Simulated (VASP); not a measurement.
# Nb (P-1) in VASP: notebook

Nb is run at these levels: PBEsol; tasks: single point.

All numbers are computed with VASP 6.6.1; they aren't measurements. Logs are shortened: lines on timing, memory, paths and dates and some standing lists are left out, and cuts for length are marked.

**1. The cell of the first run**

The typed cell holds 1 atom: a = 2.972 Å, b = 3.011 Å, c = 2.999 Å, α = 60.56°, β = 60.15°, γ = 59.40°.

**2. Single point, PBEsol**

Input file INCAR:

```
SYSTEM = Nb
PREC = Accurate
ENCUT = 520
EDIFF = 1E-6
ISMEAR = -1
SIGMA = 0.05
LREAL = .FALSE.
LASPH = .TRUE.
NELM = 60
ALGO = Normal
ISIF = 2
LWAVE = .FALSE.
LCHARG = .FALSE.
GGA = PS
NBANDS = 12
```

Input file KPOINTS:

```
Automatic mesh
0
G
  6 6 6
  0 0 0
```

Input file POSCAR:

```
Nb
1.0
    0.0189700000      2.0869900000      2.1152400000
    2.1156000000     -0.0088600000      2.1430800000
    2.1207300000      2.1199500000     -0.0139900000
Nb
1
Direct
    0.0000000000      0.0000000000      0.0000000000
```

Potentials or basis: VASP PAW PBE potentials, release 64 (Nb_sv).

Started as:

```sh
> cat potpaw_PBE.64/Nb_sv/POTCAR > POTCAR
> mpirun -np 1 vasp_std > vasp.out
```

OUTCAR:

```text
SYSTEM = Nb
   PREC = Accurate
   ENCUT = 520
   EDIFF = 1E-6
   ISMEAR = -1
   LREAL = .FALSE.
   LASPH = .TRUE.
   NELM = 60
   ISIF = 2
   GGA = PS

 ion  position               nearest neighbor table
   1  0.000  0.000  0.000-

  Warning from LATTYP: Got some problem with cell dimensions!
  Tried to take original basis but could not verify dimensions!
  LATTYP: Found a triclinic cell.
 ALAT       =     2.9920063255
 B/A-ratio  =     1.0022192282
 C/A-ratio  =     0.9908608094
 COS(alpha) =     0.0003261485
 COS(beta)  =     0.4823131590
 COS(gamma) =     0.5079071453

  Lattice vectors:

 A1 = (   2.1017600000,   0.0329600000,  -2.1292300000)
 A2 = (   2.1207300000,   2.1199500000,  -0.0139900000)
 A3 = (   2.0966300000,  -2.0958500000,   0.0278400000)

Analysis of symmetry for initial positions (statically):
=====================================================================
 Subroutine PRICEL returns:
 Original cell was already a primitive cell.

 Routine SETGRP: Setting up the symmetry group for a
 triclinic supercell.

 Subroutine GETGRP returns: Found  2 space group operations
 (whereof  2 operations were pure point group operations)
 out of a pool of  2 trial point group operations.

The static configuration has the point symmetry S_2 .

Analysis of symmetry for dynamics (positions and initial velocities):
=====================================================================
 Subroutine PRICEL returns:
 Original cell was already a primitive cell.

 Routine SETGRP: Setting up the symmetry group for a
 triclinic supercell.

 Subroutine GETGRP returns: Found  2 space group operations
 (whereof  2 operations were pure point group operations)
 out of a pool of  2 trial point group operations.

The dynamic configuration has the point symmetry S_2 .

 Subroutine INISYM returns: Found  2 space group operations
 (whereof  2 operations are pure point group operations),
 and found     1 'primitive' translations

----------------------------------------------------------------------------------------

                                     Primitive cell

  volume of cell :      18.9873

  direct lattice vectors                    reciprocal lattice vectors
     0.018970000  2.086990000  2.115240000    -0.239270889  0.240924251  0.237198837
     2.115600000 -0.008860000  2.143080000     0.237706763 -0.236269920  0.230982614
     2.120730000  2.119950000 -0.013990000     0.236544275  0.233543313 -0.232545623

  length of vectors
     2.971553025  3.011417232  2.998646270     0.414196018  0.407039247  0.405676152

  position of ions in fractional coordinates (direct lattice)
     0.000000000  0.000000000  0.000000000

  ion indices of the primitive-cell ions
   primitive index   ion index
                 1           1

----------------------------------------------------------------------------------------

 KPOINTS: Automatic mesh

Automatic generation of k-mesh.
 Grid dimensions read from file:
 generate k-points for:    6    6    6

 Generating k-lattice:

  Cartesian coordinates                     Fractional coordinates (reciprocal lattice)
    -0.039878482  0.040154042  0.039533139     0.166666667 -0.000000000 -0.000000000
     0.039617794 -0.039378320  0.038497102     0.000000000  0.166666667  0.000000000
     0.039424046  0.038923886 -0.038757604    -0.000000000  0.000000000  0.166666667

  Length of vectors
     0.069032670  0.067839874  0.067612692

  Shift w.r.t. Gamma in fractional coordinates (k-lattice)
     0.000000000  0.000000000  0.000000000

 Subroutine IBZKPT returns following result:
 ===========================================

 Found    112 irreducible k-points:

 Following reciprocal coordinates:
            Coordinates               Weight
  0.000000  0.000000  0.000000      1.000000
  0.166667  0.000000 -0.000000      2.000000
  0.333333 -0.000000  0.000000      2.000000
  0.500000  0.000000 -0.000000      1.000000
 -0.000000  0.166667  0.000000      2.000000
  0.166667  0.166667 -0.000000      2.000000
[... 16 lines left out ...]
  0.333333 -0.000000  0.166667      2.000000
  0.500000  0.000000  0.166667      2.000000
 [... further k-points ...]
   k-points           NKPTS =    112   k-points in BZ     NKDIM =    112   number of bands    NBANDS=     12
   number of dos      NEDOS =    301   number of ions     NIONS =      1
   total plane-waves  NPLWV =  13824
   dimension x,y,z NGX =    24 NGY =   24 NGZ =   24
   dimension x,y,z NGXF=    48 NGYF=   48 NGZF=   48
   ions per type =               1
   NGX,Y,Z   is equivalent  to a cutoff of  13.43, 13.25, 13.31 a.u.
   NGXF,Y,Z  is equivalent  to a cutoff of  26.85, 26.50, 26.61 a.u.
 SYSTEM =  Nb
   PREC   = accura    normal or accurate (medium, high low for compatibility)
   ISTART =      0    job   : 0-new  1-cont  2-samecut
   ICHARG =      2    charge: 1-file 2-atom 10-const
   ISPIN  =      1    spin polarized calculation?
   LNONCOLLINEAR =      F non collinear calculations
   LSORBIT =      F    spin-orbit coupling
   LASPH  =      T    aspherical Exc in radial PAW
   ENCUT  =  520.0 eV  38.22 Ry    6.18 a.u.   5.53  5.60  5.58*2*pi/ulx,y,z
   NELM   =     60;   NELMIN=  2; NELMDL= -5     # of ELM steps
   EDIFF  = 0.1E-05   stopping-criterion for ELM
   LREAL  =      F    real-space projection
   EDIFFG = 0.1E-04   stopping-criterion for IOM
   NSW    =      0    number of steps for IOM
   IBRION =     -1    ionic relax: 0-MD 1-quasi-New 2-CG
   NFREE  =      0    steps in history (QN), initial steepest desc. (CG)
   ISIF   =      2    stress and relaxation
   ISYM   =      2    0-nonsym 1-usesym 2-fastsym
   POTIM  = 0.5000    time-step for ionic-motion
   TEBEG  =    0.0;   TEEND  =   0.0 temperature during run
   PSTRESS=    0.0 pullay stress
   NELECT =      13.0000    total number of electrons
   NUPDOWN=      -1.0000    fix difference up-down
   EMIN   =  10.00;   EMAX   =-10.00  energy-range for DOS
   EFERMI =   0.00;   METHOD = LEGACY
   ISMEAR =    -1;   SIGMA  =   0.05  broadening in eV -4-tet -1-fermi 0-gaus
   EFERMI_NEDOS =   21; number of points for ismear=-14 and -15
   IALGO  =     38    algorithm
   IMIX   =      4    mixing-type and parameters
     AMIX     =   0.40;   BMIX     =  1.00
     AMIX_MAG =   1.60;   BMIX_MAG =  1.00
  volume/ion in A,a.u.               =      18.99       128.13
  Fermi-wavevector in a.u.,A,eV,Ry     =   1.442897  2.726679 28.326654  2.081950
  Thomas-Fermi vector in A             =   2.561365
   LORBIT       =      0    0 simple, 1 ext, 2 COOP (PROOUT), +10 PAW based schemes
   GGA     = PS    functional components
   LHFCALC =     F    Hartree Fock is set to
   AEXX    =    0.0000 exact exchange contribution
   IVDW    =     0    specifies the selected vdW correction
   LEPSILON=     F    determine dielectric tensor
   LRPA    =     F    only Hartree local field effects (RPA)
 non-spin polarized calculation
  energy-cutoff  :      520.00
  volume of cell :       18.99
 maximum number of plane-waves:       531
 NGX is ok and might be reduce to    24
   NGX = 11   NGY = 11   NGZ = 11

 number of electron      13.0000000 magnetization

 Free energy of the ion-electron system (eV)
  ---------------------------------------------------
  ext. energy  EPLUGINS =         0.00000000
  ---------------------------------------------------
  free energy    TOTEN  =       -10.59859586 eV

  energy without entropy =      -10.58374271  energy(sigma->0) =      -10.59116928

 E-fermi :  10.6836     XC(G=0): -12.3629

 val. band max:       10.6766398436   @ k =   0.3333   0.3333   0.3333
 cond. band min:      10.6906545901   @ k =  -0.1667  -0.1667   0.3333
 fundamental gap:      0.0140147465
 Fermi energy:        10.6835625373

 k-point     1 :       0.0000    0.0000    0.0000
  band No.  band energies     occupation
      1     -44.0553      2.00000
      2     -19.5054      2.00000
      3     -19.4882      2.00000
      4     -19.4494      2.00000
      5       4.4488      2.00000
      6      10.5799      1.77663
      7      10.7480      0.43239
      8      10.9796      0.00535
      9      13.2257      0.00000
     10      13.4284      0.00000
     11      22.4841      0.00000
     12      26.8281      0.00000

 k-point     2 :       0.1667    0.0000   -0.0000
  band No.  band energies     occupation
      1     -44.0061      2.00000
      2     -19.7660      2.00000
      3     -19.5462      2.00000
      4     -19.5307      2.00000
      5       5.4154      2.00000
      6      10.2995      1.99908
      7      10.9882      0.00451
      8      11.1685      0.00012
      9      12.9647      0.00000
     10      13.1074      0.00000
     11      23.9234      0.00000
     12      25.1736      0.00000

 k-point     3 :       0.3333   -0.0000    0.0000
  band No.  band energies     occupation
      1     -43.9062      2.00000
      2     -20.3654      2.00000
      3     -19.6305      2.00000
      4     -19.6120      2.00000
      5       6.8027      2.00000
      6      10.5672      1.82221
      7      10.7604      0.35397
      8      10.9784      0.00548
      9      14.0724      0.00000
     10      14.1379      0.00000
     11      21.8627      0.00000
     12      25.0938      0.00000
[... 286 lines left out ...]
 k-point    23 :       0.3333   -0.0000    0.1667
  band No.  band energies     occupation
      1     -43.9093      2.00000
      2     -20.2121      2.00000
      3     -19.6993      2.00000
      4     -19.6830      2.00000
      5       7.1471      2.00000
      6       9.1485      2.00000
      7      10.6509      1.31564
      8      11.8746      0.00000
      9      13.5332      0.00000
     10      14.5489      0.00000
     11      23.8358      0.00000
     12      26.4882      0.00000

 k-point    24 :       0.5000    0.0000    0.1667
  band No.  band energies     occupation
      1     -43.8429      2.00000
      2     -20.5410      2.00000
      3     -19.8169      2.00000
      4     -19.7280      2.00000
      5       7.5545      2.00000
      6       9.5062      2.00000
      7      10.8842      0.03551
      8      11.3724      0.00000
      9      15.4674      0.00000
     10      16.4960      0.00000
     11      20.8745      0.00000
     12      23.9666      0.00000

 [... further k-points ...]

------------------------ aborting loop because EDIFF is reached ----------------------------------------

  FORCE on cell =-STRESS in cart. coord.  units (eV):
  Direction    XX          YY          ZZ          XY          YZ          ZX
  --------------------------------------------------------------------------------------
  -------------------------------------------------------------------------------------
  Total       -1.0128940     -1.0371696     -0.5785655      0.0794987     -0.1083768      0.0167133
  in kB      -85.4697191    -87.5181387    -48.8203425      6.7082336     -9.1450149      1.4102928
  external PRESSURE =     -73.9360668 kB  Pullay stress =       0.0000000 kB

 VOLUME and BASIS-vectors are now :
 -----------------------------------------------------------------------------
  energy-cutoff  :      520.00
  volume of cell :       18.99
      direct lattice vectors                 reciprocal lattice vectors
     0.018970000  2.086990000  2.115240000    -0.239270889  0.240924251  0.237198837
     2.115600000 -0.008860000  2.143080000     0.237706763 -0.236269920  0.230982614
     2.120730000  2.119950000 -0.013990000     0.236544275  0.233543313 -0.232545623

 POSITION                                       TOTAL-FORCE (eV/Angst)
 -----------------------------------------------------------------------------------
      0.00000      0.00000      0.00000         0.000000      0.000000      0.000000
 -----------------------------------------------------------------------------------
    total drift:                                0.000000     -0.000000     -0.000000

  FREE ENERGIE OF THE ION-ELECTRON SYSTEM (eV)
  ---------------------------------------------------
  free  energy   TOTEN  =       -10.5985958571 eV

  energy  without entropy=      -10.5837427051  energy(sigma->0) =      -10.59116928
```

Wall time 14 s (1 thread of Intel Xeon Platinum 8259CL at 2.50GHz (Skylake/Cascade Lake), shared host); peak memory 0.15 GiB.

What came out:

| Item | Value |
| --- | --- |
| Free energy | -10.5986 eV |
| Pressure | -7.4 GPa |

Levels at points of the mesh, in eV from the Fermi level:
| k point | band 2 | band 3 | band 4 | band 5 | band 6 | band 7 | band 8 | band 9 | band 10 | band 11 |
| --- | --- | --- | --- | --- | --- | --- | --- | --- | --- | --- |
| (0.00, 0.00, 0.00) | -30.19 | -30.17 | -30.13 | -6.23 | -0.10 | 0.06 | 0.30 | 2.54 | 2.74 | 11.80 |
| (0.50, 0.00, 0.00) | -31.33 | -30.36 | -30.33 | -3.82 | -0.27 | -0.05 | 1.49 | 4.58 | 4.71 | 10.49 |
| (0.00, 0.50, 0.00) | -31.31 | -30.31 | -30.30 | -3.82 | -0.17 | 0.02 | 1.25 | 4.41 | 4.70 | 10.19 |
| (0.50, 0.50, 0.00) | -31.24 | -30.58 | -30.53 | -4.01 | -3.27 | 3.34 | 4.55 | 5.13 | 5.16 | 11.07 |
| (0.00, 0.00, 0.50) | -31.31 | -30.31 | -30.28 | -3.83 | -0.23 | 0.12 | 1.20 | 4.45 | 4.64 | 10.12 |
| (0.50, 0.00, 0.50) | -31.25 | -30.60 | -30.56 | -4.02 | -3.29 | 3.57 | 4.52 | 5.09 | 5.23 | 10.93 |
| (0.00, 0.50, 0.50) | -31.24 | -30.62 | -30.54 | -4.02 | -3.29 | 3.56 | 4.55 | 5.07 | 5.23 | 10.77 |
| (0.50, 0.50, 0.50) | -31.32 | -30.34 | -30.29 | -3.82 | -0.32 | 0.13 | 1.32 | 4.49 | 4.68 | 10.28 |

Caveat: the k points lie up to 0.43 Å⁻¹ apart; the PAW data sets were made with another functional, which shifts forces and pressure a little.

**3. Single point, PBEsol**

This run uses another cell than the first one, of 18.89 Å³/atom, 0.995 times its volume.

Input file INCAR:

```
SYSTEM = Nb
ALGO = Normal
EDIFF = 1E-7
ENCUT = 520
GGA = PS
ISIF = 2
ISMEAR = -1
LASPH = .TRUE.
LCHARG = .TRUE.
LELF = .TRUE.
LREAL = .FALSE.
LVHAR = .TRUE.
LWAVE = .FALSE.
NBANDS = 12
NELM = 100
PREC = Accurate
SIGMA = 0.05
```

Input file KPOINTS:

```
k-points
0
G
  6 6 6
  0 0 0
```

Input file POSCAR:

```
Nb
1.0
    0.0189383305      2.0835058700      2.1117087080
    2.1120681070     -0.0088452087      2.1395022304
    2.1171895427      2.1164108448     -0.0139666444
Nb
1
Direct
    0.0000000000      0.0000000000      0.0000000000
```

Potentials or basis: VASP PAW PBE potentials, release 64 (Nb_sv).

Started as:

```sh
> cat potpaw_PBE.64/Nb_sv/POTCAR > POTCAR
> mpirun -np 1 vasp_std > vasp.out
```

Wall time 15 s (1 thread of Intel Xeon Platinum 8259CL at 2.50GHz (Skylake/Cascade Lake), shared host); peak memory 0.15 GiB.

Results (log left out):

* Free energy: -10.6027 eV
* Pressure: -6.7 GPa

Stress tensor (GPa, compression positive):
```
-7.82  0.68  0.15
 0.68 -8.01 -0.91
 0.15 -0.91 -4.12
```

Levels at points of the mesh, in eV from the Fermi level:
```
           k point  band 3  band 4  band 5  band 6  band 7  band 8  band 9  band 10
(0.00, 0.00, 0.00)  -30.16  -30.12   -6.25   -0.11    0.06    0.30    2.56     2.76
(0.50, 0.00, 0.00)  -30.34  -30.32   -3.84   -0.27   -0.05    1.51    4.61     4.74
(0.00, 0.50, 0.00)  -30.29  -30.28   -3.84   -0.17    0.02    1.27    4.44     4.73
(0.50, 0.50, 0.00)  -30.57  -30.52   -4.04   -3.29    3.37    4.58    5.17     5.19
(0.00, 0.00, 0.50)  -30.30  -30.26   -3.84   -0.24    0.12    1.22    4.48     4.67
(0.50, 0.00, 0.50)  -30.59  -30.55   -4.05   -3.32    3.60    4.56    5.12     5.26
(0.00, 0.50, 0.50)  -30.61  -30.53   -4.05   -3.32    3.59    4.58    5.11     5.27
(0.50, 0.50, 0.50)  -30.32  -30.28   -3.84   -0.33    0.13    1.34    4.52     4.71
```

Caveat: the k points lie up to 0.43 Å⁻¹ apart; the PAW data sets were made with another functional, which shifts forces and pressure a little.

[end of part 1 of 2]
